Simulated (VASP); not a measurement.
MgB2, 3 atoms in the cell. Symmetry: P6/mmm, No. 191, hexagonal system. The conventional cell has a = 3.042 Å, b = 3.042 Å, c = 3.496 Å, α = 90.00°, β = 90.00°, γ = 120.00°. Within 3.3 Å of Mg (site symmetry 6/mmm) lie 12 B at 2.48 Å and 6 Mg at 3.04 Å. B (site symmetry -6m2) has 3 B at 1.76 Å within 2.3 Å.  This cell differs from its parent crystal: volume scaled by 0.97.

- Program: VASP 6.6.1
- Task: relaxation of shape and atoms at fixed volume
- Functional: PBE
- Potentials or basis: VASP PAW PBE potentials, release 64 (Mg, B)
- Cutoff: 600 eV
- k mesh: 15 × 15 × 12
- Occupations: gaussian, width 0.1 eV
- Spin: no spin polarisation
- Dipole correction: no
- Further INCAR settings: ALGO = Normal; EDIFF = 1e-07; IBRION = 2; EDIFFG = -0.01; NSW = 50; ISIF = 4

Potentials or basis: VASP PAW PBE potentials, release 64 (Mg, B).

Run with:

```bash
$ cat potpaw_PBE.64/Mg/POTCAR potpaw_PBE.64/B/POTCAR > POTCAR
$ mpirun -np 1 vasp_std > vasp.out
```

Hardware: 1 thread of Intel(R) Xeon(R) 6975P-C (Granite Rapids) (shared host).

Problem. Estimate the wall time of this run.

Solution. Wall time 36 s on 1 thread of Intel(R) Xeon(R) 6975P-C (Granite Rapids), with other jobs on the host, peak memory 0.19 GiB. Counts: scf iterations 24, k points 189, ion steps 3.
